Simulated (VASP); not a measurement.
# SnO (P4/nmm) in VASP: further runs

Runs on SnO. Level: PBEsol. Tasks: single point.

Everything below comes from runs of VASP 6.6.1. Logs are shortened: lines on timing, memory, paths and dates and some standing lists are left out, and cuts for length are marked.

**1. The cell of the first run**

The structure is tetragonal, space group P4/nmm (No. 129). Conventional cell: a = 3.538 Å, b = 3.538 Å, c = 4.513 Å, α = 90.00°, β = 90.00°, γ = 90.00°. Sn (site symmetry 4mm) has 4 O at 2.08 Å within 2.8 Å. O (site symmetry -4m2) has 4 Sn at 2.08 Å and 4 O at 2.50 Å within 2.8 Å.

**2. Single point, PBEsol**

Contents of INCAR:

```
SYSTEM = SnO
PREC = Accurate ; ENCUT = 520
EDIFF = 1E-7 ; ISMEAR = 0
SIGMA = 0.15 ; LREAL = .False.
LASPH = .True. ; NELM = 100
ALGO = Normal ; ISIF = 2
LWAVE = .False. ; LCHARG = .True.
GGA = PS ; LELF = .True.
LVHAR = .True. ; NBANDS = 28
```

Contents of KPOINTS:

```
Automatic mesh
0
Gamma
  10 10 8
  0 0 0
```

Contents of POSCAR:

```
SnO
1.0
    3.5380000000      0.0000000000      0.0000000000
    0.0000000000      3.5380000000      0.0000000000
    0.0000000000      0.0000000000      4.5130000000
Sn O
2 2
Direct
    0.0000000000      0.5000000000      0.2424656060
    0.5000000000      0.0000000000      0.7575343940
    0.0000000000      0.0000000000      0.0000000000
    0.5000000000      0.5000000000      0.0000000000
```

Potentials or basis: VASP PAW PBE potentials, release 64 (Sn_d, O).

Started as:

```console
> cat potpaw_PBE.64/Sn_d/POTCAR potpaw_PBE.64/O/POTCAR > POTCAR
> mpirun -np 1 vasp_std > vasp.out
```

OUTCAR:

```text
SYSTEM = SnO
   PREC = Accurate
   ENCUT = 520
   EDIFF = 1E-7
   ISMEAR = 0
   LREAL = .False.
   LASPH = .True.
   NELM = 100
   ISIF = 2
   GGA = PS

 ion  position               nearest neighbor table
   1  0.000  0.500  0.242-   3 2.08   4 2.08   3 2.08   4 2.08   2 3.32   2 3.32   2 3.32   2 3.32
                             2 3.41   2 3.41   2 3.41   2 3.41
   2  0.500  0.000  0.758-   3 2.08   4 2.08   4 2.08   3 2.08   1 3.32   1 3.32   1 3.32   1 3.32
                             1 3.41   1 3.41   1 3.41   1 3.41
   3  0.000  0.000  0.000-   1 2.08   2 2.08   1 2.08   2 2.08
   4  0.500  0.500  0.000-   1 2.08   2 2.08   2 2.08   1 2.08

  LATTYP: Found a simple tetragonal cell.
 ALAT       =     3.5380000000
 C/A-ratio  =     1.2755794234

  Lattice vectors:

 A1 = (   3.5380000000,   0.0000000000,   0.0000000000)
 A2 = (   0.0000000000,   3.5380000000,   0.0000000000)
 A3 = (   0.0000000000,   0.0000000000,   4.5130000000)

Analysis of symmetry for initial positions (statically):
=====================================================================
 Subroutine PRICEL returns:
 Original cell was already a primitive cell.

 Routine SETGRP: Setting up the symmetry group for a
 simple tetragonal supercell.

 Subroutine GETGRP returns: Found 16 space group operations
 (whereof  8 operations were pure point group operations)
 out of a pool of 16 trial point group operations.

The static configuration has the point symmetry D_2d.
 The point group associated with its full space group is D_4h.

Analysis of symmetry for dynamics (positions and initial velocities):
=====================================================================
 Subroutine PRICEL returns:
 Original cell was already a primitive cell.

 Routine SETGRP: Setting up the symmetry group for a
 simple tetragonal supercell.

 Subroutine GETGRP returns: Found 16 space group operations
 (whereof  8 operations were pure point group operations)
 out of a pool of 16 trial point group operations.

The dynamic configuration has the point symmetry D_2d.
 The point group associated with its full space group is D_4h.

 Subroutine INISYM returns: Found 16 space group operations
 (whereof  8 operations are pure point group operations),
 and found     1 'primitive' translations

----------------------------------------------------------------------------------------

                                     Primitive cell

  volume of cell :      56.4912

  direct lattice vectors                    reciprocal lattice vectors
     3.538000000  0.000000000  0.000000000     0.282645562  0.000000000  0.000000000
     0.000000000  3.538000000  0.000000000     0.000000000  0.282645562  0.000000000
     0.000000000  0.000000000  4.513000000     0.000000000  0.000000000  0.221582096

  length of vectors
     3.538000000  3.538000000  4.513000000     0.282645562  0.282645562  0.221582096

  position of ions in fractional coordinates (direct lattice)
     0.000000000  0.500000000  0.242465606
     0.500000000  0.000000000  0.757534394
     0.000000000  0.000000000  0.000000000
     0.500000000  0.500000000  0.000000000

  ion indices of the primitive-cell ions
   primitive index   ion index
                 1           1
                 2           2
                 3           3
                 4           4

----------------------------------------------------------------------------------------

 KPOINTS: Automatic mesh

Automatic generation of k-mesh.
 Grid dimensions read from file:
 generate k-points for:   10   10    8

 Generating k-lattice:

  Cartesian coordinates                     Fractional coordinates (reciprocal lattice)
     0.028264556  0.000000000  0.000000000     0.100000000  0.000000000  0.000000000
     0.000000000  0.028264556  0.000000000     0.000000000  0.100000000  0.000000000
     0.000000000  0.000000000  0.027697762     0.000000000  0.000000000  0.125000000

  Length of vectors
     0.028264556  0.028264556  0.027697762

  Shift w.r.t. Gamma in fractional coordinates (k-lattice)
     0.000000000  0.000000000  0.000000000

 Subroutine IBZKPT returns following result:
 ===========================================

 Found    105 irreducible k-points:

 Following reciprocal coordinates:
            Coordinates               Weight
  0.000000  0.000000  0.000000      1.000000
  0.100000  0.000000  0.000000      4.000000
  0.200000  0.000000  0.000000      4.000000
  0.300000  0.000000  0.000000      4.000000
  0.400000  0.000000  0.000000      4.000000
  0.500000  0.000000  0.000000      2.000000
[... 16 lines left out ...]
  0.100000  0.000000  0.125000      8.000000
  0.200000  0.000000  0.125000      8.000000
 [... further k-points ...]
   k-points           NKPTS =    105   k-points in BZ     NKDIM =    105   number of bands    NBANDS=     28
   number of dos      NEDOS =    301   number of ions     NIONS =      4
   total plane-waves  NPLWV =  28224
   dimension x,y,z NGX =    28 NGY =   28 NGZ =   36
   dimension x,y,z NGXF=    56 NGYF=   56 NGZF=   72
   ions per type =               2   2
   NGX,Y,Z   is equivalent  to a cutoff of  13.16, 13.16, 13.26 a.u.
   NGXF,Y,Z  is equivalent  to a cutoff of  26.31, 26.31, 26.52 a.u.
 SYSTEM =  SnO
   PREC   = accura    normal or accurate (medium, high low for compatibility)
   ISTART =      0    job   : 0-new  1-cont  2-samecut
   ICHARG =      2    charge: 1-file 2-atom 10-const
   ISPIN  =      1    spin polarized calculation?
   LNONCOLLINEAR =      F non collinear calculations
   LSORBIT =      F    spin-orbit coupling
   LASPH  =      T    aspherical Exc in radial PAW
   ENCUT  =  520.0 eV  38.22 Ry    6.18 a.u.   6.58  6.58  8.39*2*pi/ulx,y,z
   NELM   =    100;   NELMIN=  2; NELMDL= -5     # of ELM steps
   EDIFF  = 0.1E-06   stopping-criterion for ELM
   LREAL  =      F    real-space projection
   EDIFFG = 0.1E-05   stopping-criterion for IOM
   NSW    =      0    number of steps for IOM
   IBRION =     -1    ionic relax: 0-MD 1-quasi-New 2-CG
   NFREE  =      0    steps in history (QN), initial steepest desc. (CG)
   ISIF   =      2    stress and relaxation
   ISYM   =      2    0-nonsym 1-usesym 2-fastsym
   POTIM  = 0.5000    time-step for ionic-motion
   TEBEG  =    0.0;   TEEND  =   0.0 temperature during run
   PSTRESS=    0.0 pullay stress
   NELECT =      40.0000    total number of electrons
   NUPDOWN=      -1.0000    fix difference up-down
   EMIN   =  10.00;   EMAX   =-10.00  energy-range for DOS
   EFERMI =   0.00;   METHOD = LEGACY
   ISMEAR =     0;   SIGMA  =   0.15  broadening in eV -4-tet -1-fermi 0-gaus
   EFERMI_NEDOS =   21; number of points for ismear=-14 and -15
   IALGO  =     38    algorithm
   IMIX   =      4    mixing-type and parameters
     AMIX     =   0.40;   BMIX     =  1.00
     AMIX_MAG =   1.60;   BMIX_MAG =  1.00
  volume/ion in A,a.u.               =      14.12        95.31
  Fermi-wavevector in a.u.,A,eV,Ry     =   1.459154  2.757401 28.968582  2.129131
  Thomas-Fermi vector in A             =   2.575755
   LORBIT       =      0    0 simple, 1 ext, 2 COOP (PROOUT), +10 PAW based schemes
   GGA     = PS    functional components
   LHFCALC =     F    Hartree Fock is set to
   AEXX    =    0.0000 exact exchange contribution
   IVDW    =     0    specifies the selected vdW correction
   LEPSILON=     F    determine dielectric tensor
   LRPA    =     F    only Hartree local field effects (RPA)
 non-spin polarized calculation
 Gauss-broadening in eV      SIGMA  =   0.15
  energy-cutoff  :      520.00
  volume of cell :       56.49
 maximum number of plane-waves:      1557
 NGX is ok and might be reduce to    28
   NGX = 13   NGY = 13   NGZ = 17

 number of electron      40.0000021 magnetization

 Free energy of the ion-electron system (eV)
  ---------------------------------------------------
  ext. energy  EPLUGINS =         0.00000000
  ---------------------------------------------------
  free energy    TOTEN  =       -23.18603594 eV

  energy without entropy =      -23.18158946  energy(sigma->0) =      -23.18381270

 E-fermi :  10.4763     XC(G=0): -11.6284

 val. band max:       10.4092601755   @ k =   0.4000   0.4000   0.1250
 cond. band min:      10.5197749910   @ k =   0.5000   0.4000   0.1250
 fundamental gap:      0.1105148156
 Fermi energy:        10.4762988776

 k-point     1 :       0.0000    0.0000    0.0000
  band No.  band energies     occupation
      1     -12.8870      2.00000
      2     -12.5670      2.00000
      3     -11.8853      2.00000
      4     -11.8853      2.00000
      5     -11.8547      2.00000
      6     -11.7686      2.00000
[... 20 lines left out ...]
     27      17.1150      0.00000
     28      17.2199      0.00000

 k-point     2 :       0.1000    0.0000    0.0000
  band No.  band energies     occupation
      1     -12.8858      2.00000
      2     -12.5989      2.00000
      3     -11.8806      2.00000
      4     -11.8791      2.00000
      5     -11.8459      2.00000
      6     -11.7588      2.00000
[... 20 lines left out ...]
     27      17.2652      0.00000
     28      18.4849      0.00000

 k-point     3 :       0.2000    0.0000    0.0000
  band No.  band energies     occupation
      1     -12.8838      2.00000
      2     -12.6721      2.00000
      3     -11.8665      2.00000
      4     -11.8616      2.00000
      5     -11.8187      2.00000
      6     -11.7304      2.00000
[... 20 lines left out ...]
     27      17.5479      0.00000
     28      20.5308      0.00000

 k-point     4 :       0.3000    0.0000    0.0000
  band No.  band energies     occupation
      1     -12.8818      2.00000
      2     -12.7513      2.00000
      3     -11.8442      2.00000
      4     -11.8355      2.00000
      5     -11.7919      2.00000
      6     -11.7360      2.00000
[... 578 lines left out ...]
     27      17.2428      0.00000
     28      17.2503      0.00000

 k-point    23 :       0.1000    0.0000    0.1250
  band No.  band energies     occupation
      1     -12.8813      2.00000
      2     -12.5980      2.00000
      3     -11.8732      2.00000
      4     -11.8732      2.00000
      5     -11.8504      2.00000
      6     -11.7512      2.00000
[... 20 lines left out ...]
     27      17.3439      0.00000
     28      18.4882      0.00000

 k-point    24 :       0.2000    0.0000    0.1250
  band No.  band energies     occupation
      1     -12.8811      2.00000
      2     -12.6757      2.00000
      3     -11.8599      2.00000
      4     -11.8584      2.00000
      5     -11.8220      2.00000
      6     -11.7244      2.00000
[... 20 lines left out ...]
     27      17.7050      0.00000
     28      20.4537      0.00000

 [... further k-points ...]

------------------------ aborting loop because EDIFF is reached ----------------------------------------

  FORCE on cell =-STRESS in cart. coord.  units (eV):
  Direction    XX          YY          ZZ          XY          YZ          ZX
  --------------------------------------------------------------------------------------
  -------------------------------------------------------------------------------------
  Total       11.8053378     11.8053378      8.7716041      0.0000000      0.0000000      0.0000000
  in kB      334.8173939    334.8173939    248.7760771      0.0000000      0.0000000      0.0000000
  external PRESSURE =     306.1369550 kB  Pullay stress =       0.0000000 kB

 VOLUME and BASIS-vectors are now :
 -----------------------------------------------------------------------------
  energy-cutoff  :      520.00
  volume of cell :       56.49
      direct lattice vectors                 reciprocal lattice vectors
     3.538000000  0.000000000  0.000000000     0.282645562  0.000000000  0.000000000
     0.000000000  3.538000000  0.000000000     0.000000000  0.282645562  0.000000000
     0.000000000  0.000000000  4.513000000     0.000000000  0.000000000  0.221582096

 POSITION                                       TOTAL-FORCE (eV/Angst)
 -----------------------------------------------------------------------------------
      0.00000      1.76900      1.09425        -0.000000      0.000000      3.729707
      1.76900      0.00000      3.41875        -0.000000     -0.000000     -3.729707
      0.00000      0.00000      0.00000        -0.000000     -0.000000      0.000000
      1.76900      1.76900      0.00000         0.000000      0.000000      0.000000
 -----------------------------------------------------------------------------------
    total drift:                                0.000000      0.000000      0.000000

  FREE ENERGIE OF THE ION-ELECTRON SYSTEM (eV)
  ---------------------------------------------------
  free  energy   TOTEN  =       -23.1860359356 eV

  energy  without entropy=      -23.1815894643  energy(sigma->0) =      -23.18381270
```

Run time: 96 s. Hardware: 1 thread of AMD EPYC 9R45 (Zen 5), shared host; peak memory 0.24 GiB.

What came out:

* Free energy: -23.1860 eV
* Pressure: 30.6 GPa
* Largest force: 3.730 eV/Å
* Band gap on the k mesh: zero (bands 20 and 21 overlap by 1.03 eV)

Forces in eV/Å, atoms in the order of the input:
```
Sn   0.000  0.000  3.730
Sn   0.000  0.000 -3.730
O    0.000  0.000  0.000
O    0.000  0.000  0.000
```

Levels at points of the mesh, in eV from the Fermi level:
```
           k point  band 16  band 17  band 18  band 19  band 20  band 21  band 22  band 23  band 24  band 25
(0.00, 0.00, 0.00)    -8.04    -4.98    -4.58    -4.58     0.24     2.76     4.24     4.72     4.72     5.94
(0.50, 0.00, 0.00)    -6.94    -6.67    -6.67    -3.89    -3.89     3.58     3.58     6.41     6.41     6.42
(0.50, 0.50, 0.00)    -7.18    -3.79    -3.79    -2.29    -2.29    -0.77    -0.77     4.01     4.01     8.11
(0.00, 0.00, 0.50)    -5.05    -4.60    -4.60    -3.50    -2.40     1.45     2.47     2.47     3.81     7.74
(0.50, 0.00, 0.50)    -7.44    -6.63    -6.63    -2.54    -2.54     2.78     2.78     5.65     5.65     7.38
(0.50, 0.50, 0.50)    -7.78    -3.79    -3.79    -3.40    -3.40     1.76     1.76     4.49     4.49     6.02
```

Caveat: the cell stands under pressure; the PAW data sets were made with another functional, which shifts forces and pressure a little; spin-orbit coupling is left out, which moves the levels of the heavy elements.

**3. Single point, PBEsol**

This run uses another cell than the first one, of 14.49 Å³/atom.

Contents of INCAR:

```
SYSTEM = SnO
ALGO     = Normal         ! electronic algorithm
EDIFF    = 1E-6           ! SCF threshold, eV
ENCUT    = 520            ! plane-wave cutoff, eV
GGA      = PS             ! functional
ISIF     = 2              ! what is computed and relaxed
ISMEAR   = 0              ! smearing method
LASPH    = .TRUE.         ! aspherical terms in the spheres
LCHARG   = .FALSE.        ! write CHGCAR
LREAL    = .FALSE.        ! projectors in reciprocal space
LWAVE    = .FALSE.        ! write WAVECAR
NBANDS   = 28             ! bands
NELM     = 100            ! most SCF steps
PREC     = Accurate       ! precision mode
SIGMA    = 0.15           ! smearing width, eV
```

Contents of KPOINTS:

```
k-points
0
G
  10 10 8
  0 0 0
```

POSCAR: that of step 2 with these lines changed.

```diff
@@ -4,3 +4,3 @@
     0.0000000000      3.5380000000      0.0000000000
-    0.0000000000      0.0000000000      4.5130000000
+    0.0000000000      0.0000000000      4.6318000000
 Sn O
```

Potentials or basis: VASP PAW PBE potentials, release 64 (Sn_d, O).

Started as:

```console
> cat potpaw_PBE.64/Sn_d/POTCAR potpaw_PBE.64/O/POTCAR > POTCAR
> mpirun -np 1 vasp_std > vasp.out
```

Run time: 88 s. Hardware: 1 thread of AMD EPYC 9R45 (Zen 5), shared host; peak memory 0.24 GiB.

Results (log left out):

```yaml
Free_energy: -23.3932 eV
Pressure: 25.9 GPa
Largest_force: 3.057 eV/Å
Band_gap_on_the_k_mesh: zero (bands 20 and 21 overlap by 1.06 eV)
```

Forces on the atoms (eV/Å):
```
Sn   0.000  0.000  3.057
Sn   0.000  0.000 -3.057
O    0.000  0.000  0.000
O    0.000  0.000  0.000
```

Stress tensor (GPa, compression positive):
```
29.14  0.00  0.00
 0.00 29.14  0.00
 0.00  0.00 19.41
```

Levels at points of the mesh, in eV from the Fermi level:
```
           k point  band 18  band 19  band 20  band 21  band 22  band 23
(0.00, 0.00, 0.00)    -4.31    -4.31     0.32     2.77     4.04     4.74
(0.50, 0.00, 0.00)    -6.40    -3.86    -3.86     3.36     3.36     6.41
(0.50, 0.50, 0.00)    -3.54    -2.31    -2.31    -0.73    -0.73     3.87
(0.00, 0.00, 0.50)    -4.33    -3.58    -2.65     1.67     2.59     2.59
(0.50, 0.00, 0.50)    -6.36    -2.54    -2.54     2.57     2.57     5.73
(0.50, 0.50, 0.50)    -3.54    -3.31    -3.31     1.70     1.70     4.21
```

Caveat: the cell stands under pressure; the PAW data sets were made with another functional, which shifts forces and pressure a little; spin-orbit coupling is left out, which moves the levels of the heavy elements.

(Continued in part 2 of 2.)
